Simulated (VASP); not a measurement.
# Si8O15 (a cell with a defect) in VASP: single point with PBE+D3(BJ)

Aim: the single point of Si8O15 (a cell with a defect) with PBE+D3(BJ).

All numbers are computed with VASP 6.6.1; they aren't measurements. Logs are shortened: lines on timing, memory, paths and dates and some standing lists are left out, and cuts for length are marked.

## Step 1: The cell of the first run

The cell holds a defect, 23 atoms: a = 6.758 Å, b = 6.082 Å, c = 6.500 Å, α = 64.87°, β = 54.57°, γ = 60.56°.

## Step 2: Single point, PBE+D3(BJ)

INCAR reads:

```
PREC     = Accurate       # precision mode
ENCUT    = 520            # plane-wave cutoff, eV
EDIFF    = 1E-7           # SCF threshold, eV
ISMEAR   = -1             # smearing method
SIGMA    = 0.05           # smearing width, eV
LREAL    = Auto         
LASPH    = True           # aspherical terms in the spheres
NELM     = 100            # most SCF steps
ALGO     = Normal         # electronic algorithm
ISIF     = 2              # what is computed and relaxed
LWAVE    = False          # write WAVECAR
LCHARG   = False          # write CHGCAR
GGA      = PE             # functional
IVDW     = 12             # dispersion correction
NBANDS   = 78             # bands
```

KPOINTS reads:

```
Automatic mesh
0
Gamma
  2 2 2
```

POSCAR reads:

```
Si8O15
1.0
    0.0000000000      5.0462000000      4.4946000000
    4.0970000000      0.0000000000      4.4946000000
    4.0970000000      5.0462000000      0.0000000000
Si O
8 15
Direct
    0.2099359178      0.0348852009      0.9479119678
    0.2649905256      0.4505367738      0.0503729162
    0.7889923306      0.9636517312      0.0529836117
    0.2031252479      0.0423889247      0.4540052662
    0.6933827954      0.5511312882      0.4663744477
    0.7957742083      0.9561592229      0.5469105842
    0.3055200225      0.4474284045      0.5345059377
    0.7339378870      0.5479784125      0.9505585657
    0.4994654883      0.4992718854      0.0004510826
    0.2676938908      0.1423145638      0.6182805058
    0.3605689950      0.7140443188      0.5251804799
    0.4599199257      0.1038650607      0.1578679146
    0.1033321729      0.9720442788      0.2851238930
    0.2323298612      0.3457687460      0.8763691598
    0.1214602757      0.7847732045      0.9848177157
    0.0386369235      0.3807249774      0.3487522010
    0.8955601827      0.0265203139      0.7157879605
    0.7665873177      0.6527721359      0.1245485866
    0.8774652413      0.2137546670      0.0160827750
    0.9602626607      0.6178290494      0.6521841310
    0.7312213719      0.8562188897      0.3826322209
    0.6383441822      0.2845119117      0.4757299726
    0.5389910294      0.8946795976      0.8430465435
```

Potentials or basis: VASP PAW PBE potentials, release 64 (Si, O).

Run with:

```bash
$ cat potpaw_PBE.64/Si/POTCAR potpaw_PBE.64/O/POTCAR > POTCAR
$ mpirun -np 1 vasp_std > vasp.out
```

OUTCAR:

```text
PREC = Accurate
   ENCUT = 520
   EDIFF = 1E-7
   ISMEAR = -1
   LREAL = Auto
   LASPH = True
   NELM = 100
   ISIF = 2
   GGA = PE
   IVDW = 12
 IVDW          = 12

 ion  position               nearest neighbor table
   1  0.210  0.035  0.948-  23 1.73  15 1.77  13 1.79  10 1.81  14 1.81  19 1.81   3 2.73   7 2.79
                             2 3.10
   2  0.265  0.451  0.050-   9 1.58  14 1.67  16 1.67  15 1.75  12 1.94   4 2.73   5 3.09   1 3.10

   3  0.789  0.964  0.053-  12 1.73  19 1.77  17 1.79  21 1.81  18 1.81  15 1.81   1 2.73   5 2.79
                             8 3.10
   4  0.203  0.042  0.454-  12 1.73  11 1.74  10 1.75  17 1.78  16 1.84  13 1.84   2 2.73   6 2.73

   5  0.693  0.551  0.466-  21 1.80  22 1.80  11 1.82  16 1.82  18 1.85   7 2.74   3 2.79   2 3.09

   6  0.796  0.956  0.547-  23 1.73  22 1.74  21 1.75  13 1.78  20 1.84  17 1.84   8 2.73   4 2.73

   7  0.306  0.447  0.535-  10 1.80  11 1.80  22 1.82  20 1.82  14 1.85   5 2.74   1 2.79   8 3.09

   8  0.734  0.548  0.951-   9 1.58  18 1.67  20 1.67  19 1.75  23 1.94   6 2.73   7 3.09   3 3.10

   9  0.499  0.499  0.000-   8 1.58   2 1.58
  10  0.268  0.142  0.618-   4 1.75   7 1.80   1 1.81
  11  0.361  0.714  0.525-   4 1.74   7 1.80   5 1.82
  12  0.460  0.104  0.158-   3 1.73   4 1.73   2 1.94
  13  0.103  0.972  0.285-   6 1.78   1 1.79   4 1.84
  14  0.232  0.346  0.876-   2 1.67   1 1.81   7 1.85
  15  0.121  0.785  0.985-   2 1.75   1 1.77   3 1.81
  16  0.039  0.381  0.349-   2 1.67   5 1.82   4 1.84
  17  0.896  0.027  0.716-   4 1.78   3 1.79   6 1.84
  18  0.767  0.653  0.125-   8 1.67   3 1.81   5 1.85
  19  0.877  0.214  0.016-   8 1.75   3 1.77   1 1.81
  20  0.960  0.618  0.652-   8 1.67   7 1.82   6 1.84
  21  0.731  0.856  0.383-   6 1.75   5 1.80   3 1.81
  22  0.638  0.285  0.476-   6 1.74   5 1.80   7 1.82
  23  0.539  0.895  0.843-   1 1.73   6 1.73   8 1.94

  LATTYP: Found a face centered orthorhombic cell.
 ALAT       =     8.1940000000
 B/A-ratio  =     1.0970466195
 C/A-ratio  =     1.2316817183

  Lattice vectors:

 A1 = (   0.0000000000,   5.0462000000,  -4.4946000000)
 A2 = (   4.0970000000,   5.0462000000,   0.0000000000)
 A3 = (   4.0970000000,   0.0000000000,  -4.4946000000)

Analysis of symmetry for initial positions (statically):
=====================================================================
 Subroutine PRICEL returns:
 Original cell was already a primitive cell.

 Routine SETGRP: Setting up the symmetry group for a
 face centered orthorhombic supercell.

 Subroutine GETGRP returns: Found  1 space group operations
 (whereof  1 operations were pure point group operations)
 out of a pool of  8 trial point group operations.

The static configuration has the point symmetry C_1 .

Analysis of symmetry for dynamics (positions and initial velocities):
=====================================================================
 Subroutine PRICEL returns:
 Original cell was already a primitive cell.

 Routine SETGRP: Setting up the symmetry group for a
 face centered orthorhombic supercell.

 Subroutine GETGRP returns: Found  1 space group operations
 (whereof  1 operations were pure point group operations)
 out of a pool of  8 trial point group operations.

The dynamic configuration has the point symmetry C_1 .

 Subroutine INISYM returns: Found  1 space group operations
 (whereof  1 operations are pure point group operations),
 and found     1 'primitive' translations

----------------------------------------------------------------------------------------

                                     Primitive cell

  volume of cell :     185.8453

  direct lattice vectors                    reciprocal lattice vectors
     0.000000000  5.046200000  4.494600000    -0.122040517  0.099084460  0.111244605
     4.097000000  0.000000000  4.494600000     0.122040517 -0.099084460  0.111244605
     4.097000000  5.046200000  0.000000000     0.122040517  0.099084460 -0.111244605

  length of vectors
     6.757630028  6.081680537  6.499964880     0.192579802  0.192579802  0.192579802

  position of ions in fractional coordinates (direct lattice)
     0.209935918  0.034885201  0.947911968
     0.264990526  0.450536774  0.050372916
     0.788992331  0.963651731  0.052983612
     0.203125248  0.042388925  0.454005266
     0.693382795  0.551131288  0.466374448
     0.795774208  0.956159223  0.546910584
[... 15 lines left out ...]
     0.638344182  0.284511912  0.475729973
     0.538991029  0.894679598  0.843046544

  ion indices of the primitive-cell ions
   primitive index   ion index
                 1           1
                 2           2
                 3           3
                 4           4
                 5           5
                 6           6
[... 15 lines left out ...]
                22          22
                23          23

----------------------------------------------------------------------------------------

 KPOINTS: Automatic mesh

Automatic generation of k-mesh.
 Grid dimensions read from file:
 generate k-points for:    2    2    2

 Generating k-lattice:

  Cartesian coordinates                     Fractional coordinates (reciprocal lattice)
    -0.061020259  0.049542230  0.055622302     0.500000000  0.000000000  0.000000000
     0.061020259 -0.049542230  0.055622302     0.000000000  0.500000000  0.000000000
     0.061020259  0.049542230 -0.055622302     0.000000000  0.000000000  0.500000000

  Length of vectors
     0.096289901  0.096289901  0.096289901

  Shift w.r.t. Gamma in fractional coordinates (k-lattice)
     0.000000000  0.000000000  0.000000000

 Subroutine IBZKPT returns following result:
 ===========================================

 Found      8 irreducible k-points:

 Following reciprocal coordinates:
            Coordinates               Weight
  0.000000  0.000000  0.000000      1.000000
  0.500000  0.000000  0.000000      1.000000
  0.500000  0.500000  0.500000      1.000000
  0.000000  0.500000  0.000000      1.000000
  0.000000  0.000000  0.500000      1.000000
  0.500000  0.500000  0.000000      1.000000
  0.500000  0.000000  0.500000      1.000000
  0.000000  0.500000  0.500000      1.000000
   k-points           NKPTS =      8   k-points in BZ     NKDIM =      8   number of bands    NBANDS=     78
   number of dos      NEDOS =    301   number of ions     NIONS =     23
   total plane-waves  NPLWV = 115200
   dimension x,y,z NGX =    50 NGY =   48 NGZ =   48
   dimension x,y,z NGXF=   100 NGYF=   96 NGZF=   96
   ions per type =               8  15
   NGX,Y,Z   is equivalent  to a cutoff of  12.30, 13.12, 12.28 a.u.
   NGXF,Y,Z  is equivalent  to a cutoff of  24.60, 26.24, 24.55 a.u.
 SYSTEM =  unknown system
   PREC   = accura    normal or accurate (medium, high low for compatibility)
   ISTART =      0    job   : 0-new  1-cont  2-samecut
   ICHARG =      2    charge: 1-file 2-atom 10-const
   ISPIN  =      1    spin polarized calculation?
   LNONCOLLINEAR =      F non collinear calculations
   LSORBIT =      F    spin-orbit coupling
   LASPH  =      T    aspherical Exc in radial PAW
   ENCUT  =  520.0 eV  38.22 Ry    6.18 a.u.  12.56 11.31 12.09*2*pi/ulx,y,z
   NELM   =    100;   NELMIN=  2; NELMDL= -5     # of ELM steps
   EDIFF  = 0.1E-06   stopping-criterion for ELM
   LREAL  =      T    real-space projection
   EDIFFG = 0.1E-05   stopping-criterion for IOM
   NSW    =      0    number of steps for IOM
   IBRION =     -1    ionic relax: 0-MD 1-quasi-New 2-CG
   NFREE  =      0    steps in history (QN), initial steepest desc. (CG)
   ISIF   =      2    stress and relaxation
   ISYM   =      2    0-nonsym 1-usesym 2-fastsym
   POTIM  = 0.5000    time-step for ionic-motion
   TEBEG  =    0.0;   TEEND  =   0.0 temperature during run
   PSTRESS=    0.0 pullay stress
   NELECT =     122.0000    total number of electrons
   NUPDOWN=      -1.0000    fix difference up-down
   EMIN   =  10.00;   EMAX   =-10.00  energy-range for DOS
   EFERMI =   0.00;   METHOD = LEGACY
   ISMEAR =    -1;   SIGMA  =   0.05  broadening in eV -4-tet -1-fermi 0-gaus
   EFERMI_NEDOS =   21; number of points for ismear=-14 and -15
   IALGO  =     38    algorithm
   IMIX   =      4    mixing-type and parameters
     AMIX     =   0.40;   BMIX     =  1.00
     AMIX_MAG =   1.60;   BMIX_MAG =  1.00
  volume/ion in A,a.u.               =       8.08        54.53
  Fermi-wavevector in a.u.,A,eV,Ry     =   1.422801  2.688705 27.543142  2.024364
  Thomas-Fermi vector in A             =   2.543467
   LORBIT       =      0    0 simple, 1 ext, 2 COOP (PROOUT), +10 PAW based schemes
   GGA     = PE    functional components
   LHFCALC =     F    Hartree Fock is set to
   AEXX    =    0.0000 exact exchange contribution
   IVDW    =    12    specifies the selected vdW correction
   LEPSILON=     F    determine dielectric tensor
   LRPA    =     F    only Hartree local field effects (RPA)
 non-spin polarized calculation
  energy-cutoff  :      520.00
  volume of cell :      185.85
 maximum number of plane-waves:      5022
   NGX = 25   NGY = 23   NGZ = 25

 number of electron     121.9999993 magnetization

 Free energy of the ion-electron system (eV)
  ---------------------------------------------------
  ext. energy  EPLUGINS =         0.00000000
  ---------------------------------------------------
  free energy    TOTEN  =      -168.56089137 eV

  energy without entropy =     -168.53283699  energy(sigma->0) =     -168.54686418

 E-fermi :  11.2839     XC(G=0): -12.1192

 val. band max:       11.2596619774   @ k =   0.0000   0.5000   0.5000
 cond. band min:      11.2962591658   @ k =   0.0000   0.0000   0.5000
 fundamental gap:      0.0365971884
 Fermi energy:        11.2838866658

 k-point     1 :       0.0000    0.0000    0.0000
  band No.  band energies     occupation
      1     -14.4558      2.00000
      2     -12.2841      2.00000
      3     -12.2472      2.00000
      4     -12.1670      2.00000
      5     -11.9346      2.00000
      6     -11.8243      2.00000
[... 65 lines left out ...]
     72      17.3958      0.00000
     73      17.9467      0.00000

 k-point     2 :       0.5000    0.0000    0.0000
  band No.  band energies     occupation
      1     -13.8404      2.00000
      2     -13.4461      2.00000
      3     -12.5544      2.00000
      4     -12.3681      2.00000
      5     -11.9764      2.00000
      6     -11.7258      2.00000
[... 65 lines left out ...]
     72      17.3912      0.00000
     73      17.4908      0.00000

 k-point     3 :       0.5000    0.5000    0.5000
  band No.  band energies     occupation
      1     -13.7518      2.00000
      2     -13.6109      2.00000
      3     -12.4152      2.00000
      4     -12.3161      2.00000
      5     -12.0662      2.00000
      6     -11.6163      2.00000
[... 369 lines left out ...]
     72      17.8167      0.00000
     73      17.8495      0.00000

 k-point     8 :       0.0000    0.5000    0.5000
  band No.  band energies     occupation
      1     -13.3786      2.00000
      2     -13.2684      2.00000
      3     -12.8133      2.00000
      4     -12.7408      2.00000
      5     -12.4208      2.00000
      6     -12.2808      2.00000
[... 65 lines left out ...]
     72      17.6847      0.00000
     73      17.8177      0.00000
 [bands above 73 left out]

------------------------ aborting loop because EDIFF is reached ----------------------------------------

 Edisp (eV)   -5.49004

 E8    (eV) :    -1.9014

  FORCE on cell =-STRESS in cart. coord.  units (eV):
  Direction    XX          YY          ZZ          XY          YZ          ZX
  --------------------------------------------------------------------------------------
  -------------------------------------------------------------------------------------
  Total      10.40878    13.52730    18.78182    -0.46270     2.08362    -2.16319
  in kB      89.73443   116.61925   161.91866    -3.98891    17.96293   -18.64894
  external pressure =      122.76 kB  Pullay stress =        0.00 kB

 VOLUME and BASIS-vectors are now :
 -----------------------------------------------------------------------------
  energy-cutoff  :      520.00
  volume of cell :      185.85
      direct lattice vectors                 reciprocal lattice vectors
     0.000000000  5.046200000  4.494600000    -0.122040517  0.099084460  0.111244605
     4.097000000  0.000000000  4.494600000     0.122040517 -0.099084460  0.111244605
     4.097000000  5.046200000  0.000000000     0.122040517  0.099084460 -0.111244605

 POSITION                                       TOTAL-FORCE (eV/Angst)
 -----------------------------------------------------------------------------------
      4.02652      5.84273      1.10037         0.008881      0.024891     -0.008941
      2.05223      1.59139      3.21601        -0.008492      0.016207      0.056061
      4.16515      4.24878      7.87743        -0.008641     -0.025202      0.008836
      2.03373      3.31601      1.10349         0.012318      0.012976      0.004862
      4.16872      5.85237      5.59359         0.014253      0.023469     -0.001962
      6.15808      6.77546      7.87424        -0.012074     -0.014219     -0.004080
[... 15 lines left out ...]
      3.11471      5.62184      4.14787        -0.025084      0.009838      0.008016
      7.11946      6.97404      6.44378        -0.035812      0.023040     -0.038442
 -----------------------------------------------------------------------------------
    total drift:                               -0.001101      0.001477      0.001924

  FREE ENERGIE OF THE ION-ELECTRON SYSTEM (eV)
  ---------------------------------------------------
  free  energy   TOTEN  =      -174.0509335010 eV

  energy  without entropy=     -174.0228791179  energy(sigma->0) =     -174.03690631
```

Wall time 4.6 min (1 thread of AMD EPYC 7R43 (Zen 3), shared host); peak memory 0.31 GiB.

Results:

```
Free energy                : -174.0509 eV
Pressure                   : 12.3 GPa
Largest force              : 0.059 eV/Å
Band gap on the k mesh     : 0.04 eV
Dispersion energy per atom : -0.239 eV
```

Forces on the atoms (eV/Å):
```
Si   0.009  0.025 -0.009
Si  -0.008  0.016  0.056
Si  -0.009 -0.025  0.009
Si   0.012  0.013  0.005
Si   0.014  0.023 -0.002
Si  -0.012 -0.014 -0.004
Si  -0.013 -0.022  0.001
Si   0.009 -0.018 -0.055
O   -0.001  0.000 -0.001
O   -0.006  0.005  0.000
O    0.025 -0.008 -0.010
O    0.033 -0.022  0.039
O   -0.020  0.014 -0.003
O   -0.042  0.012 -0.007
O    0.008  0.027 -0.010
O    0.015 -0.028 -0.030
O    0.019 -0.014  0.000
O    0.043 -0.013  0.009
O   -0.007 -0.026  0.009
O   -0.017  0.029  0.033
O    0.008 -0.005 -0.001
O   -0.025  0.010  0.008
O   -0.036  0.023 -0.038
```

Caveat: the k points lie up to 0.61 Å⁻¹ apart.
